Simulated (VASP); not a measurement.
# Al3Ni2Pd (P-3m1) in VASP: notebook

The runs below take Al3Ni2Pd through single point, relaxation of cell and atoms, with PBE.

Program: VASP 6.6.1. These are calculated values, not measurements. Logs are shortened: lines on timing, memory, paths and dates and some standing lists are left out, and cuts for length are marked.

## 1. The cell of the first run

Symmetry: P-3m1, No. 164, trigonal system. Conventional cell: a = 4.180 Å, b = 4.180 Å, c = 5.149 Å, α = 90.00°, β = 90.00°, γ = 120.00°. Al (site symmetry 3m) has 5 Ni at 2.49 to 2.66 Å and 3 Pd at 2.59 Å and 6 Al at 2.92 to 3.06 Å within 3.3 Å. Al (site symmetry -3m) has 6 Ni at 2.56 Å and 2 Pd at 2.57 Å and 6 Al at 2.92 Å within 3.4 Å. Ni (site symmetry 3m) has 8 Al at 2.49 to 2.66 Å and 3 Ni at 2.96 Å and 3 Pd at 2.96 Å within 3.3 Å. Pd (site symmetry -3m) has 8 Al at 2.57 to 2.59 Å and 6 Ni at 2.96 Å within 3.4 Å.

## 2. Single point, PBE

INCAR reads:

```
  ALGO = Fast
  EDIFF = 1E-6
  ENCUT = 520
  GGA = PE
  ISIF = 2
  ISMEAR = 0
  LASPH = True
  LCHARG = False
  LREAL = False
  LWAVE = False
  NBANDS = 28
  NELM = 100
  PREC = Accurate
  SIGMA = 0.1
```

KPOINTS reads:

```
k-points
0
Gamma
  12 12 8
```

POSCAR reads:

```
Al3Ni2Pd
1.0
    4.1802304888      0.0000000000      0.0000000000
   -2.0901152444      3.6201857970      0.0000000000
    0.0000000000      0.0000000000      5.1489878806
Al Ni Pd
3 2 1
Direct
    0.3333333333      0.6666666667      0.1825061416
    0.6666666667      0.3333333333      0.8174938584
    0.0000000000      0.0000000000      0.5000000000
    0.3333333333      0.6666666667      0.6660003786
    0.6666666667      0.3333333333      0.3339996214
    0.0000000000      0.0000000000      0.0000000000
```

Potentials or basis: VASP PAW PBE potentials, release 64 (Al, Ni, Pd).

The run is started by

```console
$ cat potpaw_PBE.64/Al/POTCAR potpaw_PBE.64/Ni/POTCAR potpaw_PBE.64/Pd/POTCAR > POTCAR
$ mpirun -np 1 vasp_std > vasp.out
```

OUTCAR:

```text
EDIFF = 1E-6
   ENCUT = 520
   GGA = PE
   ISIF = 2
   ISMEAR = 0
   LASPH = True
   LREAL = False
   NELM = 100
   PREC = Accurate

 ion  position               nearest neighbor table
   1  0.333  0.667  0.183-   4 2.49   5 2.54   5 2.54   5 2.54   6 2.59   6 2.59   6 2.59   4 2.66
                             3 2.92   3 2.92   3 2.92   2 3.06   2 3.06   2 3.06
   2  0.667  0.333  0.817-   5 2.49   4 2.54   4 2.54   4 2.54   6 2.59   6 2.59   6 2.59   5 2.66
                             3 2.92   3 2.92   3 2.92   1 3.06   1 3.06   1 3.06
   3  0.000  0.000  0.500-   4 2.56   5 2.56   5 2.56   4 2.56   5 2.56   4 2.56   6 2.57   6 2.57
                             1 2.92   2 2.92   1 2.92   2 2.92   2 2.92   1 2.92
   4  0.333  0.667  0.666-   1 2.49   2 2.54   2 2.54   2 2.54   3 2.56   3 2.56   3 2.56   1 2.66
                             5 2.96   5 2.96   5 2.96   6 2.96   6 2.96   6 2.96
   5  0.667  0.333  0.334-   2 2.49   1 2.54   1 2.54   1 2.54   3 2.56   3 2.56   3 2.56   2 2.66
                             4 2.96   4 2.96   4 2.96   6 2.96   6 2.96   6 2.96
   6  0.000  0.000  0.000-   3 2.57   3 2.57   1 2.59   2 2.59   2 2.59   1 2.59   2 2.59   1 2.59
                             5 2.96   4 2.96   5 2.96   4 2.96   4 2.96   5 2.96

  LATTYP: Found a hexagonal cell.
 ALAT       =     4.1802304888
 C/A-ratio  =     1.2317473628

  Lattice vectors:

 A1 = (   4.1802304888,   0.0000000000,   0.0000000000)
 A2 = (  -2.0901152444,   3.6201857970,   0.0000000000)
 A3 = (   0.0000000000,   0.0000000000,   5.1489878806)

Analysis of symmetry for initial positions (statically):
=====================================================================
 Subroutine PRICEL returns:
 Original cell was already a primitive cell.

 Routine SETGRP: Setting up the symmetry group for a
 hexagonal supercell.

 Subroutine GETGRP returns: Found 12 space group operations
 (whereof 12 operations were pure point group operations)
 out of a pool of 24 trial point group operations.

The static configuration has the point symmetry D_3d.

Analysis of symmetry for dynamics (positions and initial velocities):
=====================================================================
 Subroutine PRICEL returns:
 Original cell was already a primitive cell.

 Routine SETGRP: Setting up the symmetry group for a
 hexagonal supercell.

 Subroutine GETGRP returns: Found 12 space group operations
 (whereof 12 operations were pure point group operations)
 out of a pool of 24 trial point group operations.

The dynamic configuration has the point symmetry D_3d.

 Subroutine INISYM returns: Found 12 space group operations
 (whereof 12 operations are pure point group operations),
 and found     1 'primitive' translations

----------------------------------------------------------------------------------------

                                     Primitive cell

  volume of cell :      77.9207

  direct lattice vectors                    reciprocal lattice vectors
     4.180230489  0.000000000  0.000000000     0.239221259  0.138114458  0.000000000
    -2.090115244  3.620185797  0.000000000     0.000000000  0.276228916  0.000000000
     0.000000000  0.000000000  5.148987881     0.000000000  0.000000000  0.194212926

  length of vectors
     4.180230489  4.180230489  5.148987881     0.276228916  0.276228916  0.194212926

  position of ions in fractional coordinates (direct lattice)
     0.333333333  0.666666667  0.182506142
     0.666666667  0.333333333  0.817493858
     0.000000000  0.000000000  0.500000000
     0.333333333  0.666666667  0.666000379
     0.666666667  0.333333333  0.333999621
     0.000000000  0.000000000  0.000000000

  ion indices of the primitive-cell ions
   primitive index   ion index
                 1           1
                 2           2
                 3           3
                 4           4
                 5           5
                 6           6

----------------------------------------------------------------------------------------

 KPOINTS: k-points

Automatic generation of k-mesh.
 Grid dimensions read from file:
 generate k-points for:   12   12    8

 Generating k-lattice:

  Cartesian coordinates                     Fractional coordinates (reciprocal lattice)
     0.019935105  0.011509538  0.000000000     0.083333333  0.000000000  0.000000000
     0.000000000  0.023019076  0.000000000     0.000000000  0.083333333  0.000000000
     0.000000000  0.000000000  0.024276616     0.000000000  0.000000000  0.125000000

  Length of vectors
     0.023019076  0.023019076  0.024276616

  Shift w.r.t. Gamma in fractional coordinates (k-lattice)
     0.000000000  0.000000000  0.000000000

 Subroutine IBZKPT returns following result:
 ===========================================

 Found    131 irreducible k-points:

 Following reciprocal coordinates:
            Coordinates               Weight
  0.000000  0.000000  0.000000      1.000000
  0.083333  0.000000  0.000000      6.000000
  0.166667  0.000000  0.000000      6.000000
  0.250000  0.000000  0.000000      6.000000
  0.333333  0.000000  0.000000      6.000000
  0.416667  0.000000  0.000000      6.000000
[... 16 lines left out ...]
  0.166667  0.000000  0.125000      6.000000
  0.000000  0.166667  0.125000      6.000000
 [... further k-points ...]
   k-points           NKPTS =    131   k-points in BZ     NKDIM =    131   number of bands    NBANDS=     28
   number of dos      NEDOS =    301   number of ions     NIONS =      6
   total plane-waves  NPLWV =  40960
   dimension x,y,z NGX =    32 NGY =   32 NGZ =   40
   dimension x,y,z NGXF=    64 NGYF=   64 NGZF=   80
   ions per type =               3   2   1
   NGX,Y,Z   is equivalent  to a cutoff of  12.73, 12.73, 12.91 a.u.
   NGXF,Y,Z  is equivalent  to a cutoff of  25.45, 25.45, 25.83 a.u.
 SYSTEM =  unknown system
   PREC   = accura    normal or accurate (medium, high low for compatibility)
   ISTART =      0    job   : 0-new  1-cont  2-samecut
   ICHARG =      2    charge: 1-file 2-atom 10-const
   ISPIN  =      1    spin polarized calculation?
   LNONCOLLINEAR =      F non collinear calculations
   LSORBIT =      F    spin-orbit coupling
   LASPH  =      T    aspherical Exc in radial PAW
   ENCUT  =  520.0 eV  38.22 Ry    6.18 a.u.   7.77  7.77  9.57*2*pi/ulx,y,z
   NELM   =    100;   NELMIN=  2; NELMDL= -5     # of ELM steps
   EDIFF  = 0.1E-05   stopping-criterion for ELM
   LREAL  =      F    real-space projection
   EDIFFG = 0.1E-04   stopping-criterion for IOM
   NSW    =      0    number of steps for IOM
   IBRION =     -1    ionic relax: 0-MD 1-quasi-New 2-CG
   NFREE  =      0    steps in history (QN), initial steepest desc. (CG)
   ISIF   =      2    stress and relaxation
   ISYM   =      2    0-nonsym 1-usesym 2-fastsym
   POTIM  = 0.5000    time-step for ionic-motion
   TEBEG  =    0.0;   TEEND  =   0.0 temperature during run
   PSTRESS=    0.0 pullay stress
   NELECT =      39.0000    total number of electrons
   NUPDOWN=      -1.0000    fix difference up-down
   EMIN   =  10.00;   EMAX   =-10.00  energy-range for DOS
   EFERMI =   0.00;   METHOD = LEGACY
   ISMEAR =     0;   SIGMA  =   0.10  broadening in eV -4-tet -1-fermi 0-gaus
   EFERMI_NEDOS =   21; number of points for ismear=-14 and -15
   IALGO  =     68    algorithm
   IMIX   =      4    mixing-type and parameters
     AMIX     =   0.40;   BMIX     =  1.00
     AMIX_MAG =   1.60;   BMIX_MAG =  1.00
  volume/ion in A,a.u.               =      12.99        87.64
  Fermi-wavevector in a.u.,A,eV,Ry     =   1.299807  2.456278 22.987002  1.689497
  Thomas-Fermi vector in A             =   2.431046
   LORBIT       =      0    0 simple, 1 ext, 2 COOP (PROOUT), +10 PAW based schemes
   GGA     = PE    functional components
   LHFCALC =     F    Hartree Fock is set to
   AEXX    =    0.0000 exact exchange contribution
   IVDW    =     0    specifies the selected vdW correction
   LEPSILON=     F    determine dielectric tensor
   LRPA    =     F    only Hartree local field effects (RPA)
 non-spin polarized calculation
 RMM-DIIS sequential band-by-band and
 Gauss-broadening in eV      SIGMA  =   0.10
  energy-cutoff  :      520.00
  volume of cell :       77.92
 maximum number of plane-waves:      2149
   NGX = 15   NGY = 15   NGZ = 19

 number of electron      38.9999990 magnetization

 Free energy of the ion-electron system (eV)
  ---------------------------------------------------
  ext. energy  EPLUGINS =         0.00000000
  ---------------------------------------------------
  free energy    TOTEN  =       -31.60812256 eV

  energy without entropy =      -31.59746997  energy(sigma->0) =      -31.60279627

 E-fermi :   9.9822     XC(G=0): -11.9531

 val. band max:        9.9802102705   @ k =  -0.2500  -0.4167   0.2500
 cond. band min:       9.9950142911   @ k =   0.0000   0.1667   0.2500
 fundamental gap:      0.0148040206
 Fermi energy:         9.9821647245

 k-point     1 :       0.0000    0.0000    0.0000
  band No.  band energies     occupation
      1      -0.8256      2.00000
      2       3.4705      2.00000
      3       4.2226      2.00000
      4       4.9750      2.00000
      5       4.9750      2.00000
      6       5.6549      2.00000
[... 20 lines left out ...]
     27      15.0321      0.00000
     28      17.2060      0.00000

 k-point     2 :       0.0833    0.0000    0.0000
  band No.  band energies     occupation
      1      -0.7429      2.00000
      2       3.5173      2.00000
      3       4.1996      2.00000
      4       4.9780      2.00000
      5       5.0178      2.00000
      6       5.6553      2.00000
[... 20 lines left out ...]
     27      15.0230      0.00000
     28      16.0849      0.00000

 k-point     3 :       0.1667    0.0000    0.0000
  band No.  band energies     occupation
      1      -0.4967      2.00000
      2       3.6412      2.00000
      3       4.1218      2.00000
      4       4.9566      2.00000
      5       5.1397      2.00000
      6       5.6605      2.00000
[... 616 lines left out ...]
      3       4.2722      2.00000
      4       4.9504      2.00000
      5       5.1224      2.00000
      6       5.6378      2.00000
[... 20 lines left out ...]
     27      15.5744      0.00000
     28      15.8850      0.00000

 k-point    24 :       0.0000    0.1667    0.1250
  band No.  band energies     occupation
      1      -0.4058      2.00000
      2       3.2375      2.00000
      3       4.2753      2.00000
      4       4.9269      2.00000
      5       5.1072      2.00000
      6       5.6381      2.00000
[... 20 lines left out ...]
     27      14.9814      0.00000
     28      15.9685      0.00000

 [... further k-points ...]

------------------------ aborting loop because EDIFF is reached ----------------------------------------

  FORCE on cell =-STRESS in cart. coord.  units (eV):
  Direction    XX          YY          ZZ          XY          YZ          ZX
  --------------------------------------------------------------------------------------
  -------------------------------------------------------------------------------------
  Total        0.0690271      0.0690271      0.0592551      0.0000000     -0.0000000      0.0000000
  in kB        1.4193094      1.4193094      1.2183824      0.0000000     -0.0000000      0.0000000
  external PRESSURE =       1.3523337 kB  Pullay stress =       0.0000000 kB

 VOLUME and BASIS-vectors are now :
 -----------------------------------------------------------------------------
  energy-cutoff  :      520.00
  volume of cell :       77.92
      direct lattice vectors                 reciprocal lattice vectors
     4.180230489  0.000000000  0.000000000     0.239221259  0.138114458  0.000000000
    -2.090115244  3.620185797  0.000000000     0.000000000  0.276228916  0.000000000
     0.000000000  0.000000000  5.148987881     0.000000000  0.000000000  0.194212926

 POSITION                                       TOTAL-FORCE (eV/Angst)
 -----------------------------------------------------------------------------------
     -0.00000      2.41346      0.93972         0.000000      0.000000      0.002224
      2.09012      1.20673      4.20927        -0.000000      0.000000     -0.002224
      0.00000      0.00000      2.57449        -0.000000      0.000000      0.000000
     -0.00000      2.41346      3.42923        -0.000000      0.000000      0.008433
      2.09012      1.20673      1.71976         0.000000     -0.000000     -0.008433
      0.00000      0.00000      0.00000        -0.000000      0.000000      0.000000
 -----------------------------------------------------------------------------------
    total drift:                               -0.000000      0.000000      0.000000

  FREE ENERGIE OF THE ION-ELECTRON SYSTEM (eV)
  ---------------------------------------------------
  free  energy   TOTEN  =       -31.6081225599 eV

  energy  without entropy=      -31.5974699716  energy(sigma->0) =      -31.60279627
```

It took 1.9 min on 1 thread of Intel Xeon 6975P-C (Granite Rapids), shared host; peak memory 0.4 GiB.

Results:

```
Free energy            : -31.6081 eV
Pressure               : 0.1 GPa
Largest force          : 0.008 eV/Å
Band gap on the k mesh : zero (an odd number of electrons rules out a gap without spin polarisation)
```

Forces on the atoms (eV/Å):
```
Al   0.000  0.000  0.002
Al   0.000  0.000 -0.002
Al   0.000  0.000  0.000
Ni   0.000  0.000  0.008
Ni   0.000  0.000 -0.008
Pd   0.000  0.000  0.000
```

Levels at points of the mesh, in eV from the Fermi level:
```tsv
k point	band 17	band 18	band 19	band 20	band 21	band 22	band 23	band 24
(0.00, 0.00, 0.00)	-1.64	-1.56	1.97	1.97	2.15	2.15	3.09	3.98
(0.50, 0.00, 0.00)	-1.94	-1.72	-1.09	0.18	0.48	1.62	2.43	4.27
(0.00, 0.00, 0.50)	-1.07	1.97	1.97	2.06	2.54	3.03	3.03	3.13
(0.50, 0.00, 0.50)	-1.76	-1.56	-0.70	0.50	0.56	1.98	2.88	5.46
```

Spin polarisation is off, so any magnetic state and its effect on volume and gap are missing.

(Part 1 of 2 ends here.)
